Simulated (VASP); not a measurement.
Wanted: the native input for a VASP 6.6.1 run.

| Quantity | Value |
| --- | --- |
| Task | single point |
| Functional | PBE |
| Potentials or basis | VASP PAW PBE potentials, release 64 (Tl_d, Cl) |
| Cutoff | 500 eV |
| k mesh | 8 × 8 × 8 |
| Occupations | gaussian, width 0.01 eV |
| Spin | no spin polarisation |
| Dipole correction | no |
| Further INCAR settings | ALGO = Normal; EDIFF = 1e-06; NBANDS = 17 |

The structure of TlCl lies in POSCAR:

```
TlCl
1.0
    3.7936346943      0.0000000000      0.0000000000
    0.0000000000      3.7936346943      0.0000000000
    0.0000000000      0.0000000000      3.7936346943
Tl Cl
1 1
Direct
    0.0000000000      0.0000000000      0.0000000000
    0.5000000000      0.5000000000      0.5000000000
```

One way to write it, as run:

INCAR

```
SYSTEM = TlCl
PREC     = Accurate       ! precision mode
ENCUT    = 500            ! plane-wave cutoff, eV
EDIFF    = 1E-6           ! SCF threshold, eV
ISMEAR   = 0              ! smearing method
SIGMA    = 0.01           ! smearing width, eV
LREAL    = .FALSE.        ! projectors in reciprocal space
LASPH    = .TRUE.         ! aspherical terms in the spheres
NELM     = 120            ! most SCF steps
ALGO     = Normal         ! electronic algorithm
ISIF     = 2              ! what is computed and relaxed
LWAVE    = .FALSE.        ! write WAVECAR
LCHARG   = .FALSE.        ! write CHGCAR
GGA      = PE             ! functional
NBANDS   = 17             ! bands
GGA_COMPAT= .FALSE.
```

KPOINTS

```
Automatic mesh
0
G
  8 8 8
  0 0 0
```

Potentials or basis: VASP PAW PBE potentials, release 64 (Tl_d, Cl).

Launch:

```console
$ cat potpaw_PBE.64/Tl_d/POTCAR potpaw_PBE.64/Cl/POTCAR > POTCAR
$ mpirun -np 1 vasp_std > vasp.out
```

It gave:

```yaml
Pressure: 2.2 GPa
Band_gap_on_the_k_mesh: 2.00 eV, direct
```

Caveat: spin-orbit coupling is left out, which moves the levels of the heavy elements.

Wall time 21 s on 1 thread of Intel(R) Xeon(R) Platinum 8375C CPU @ 2.90GHz (Ice Lake) (shared host), peak memory 0.17 GiB.
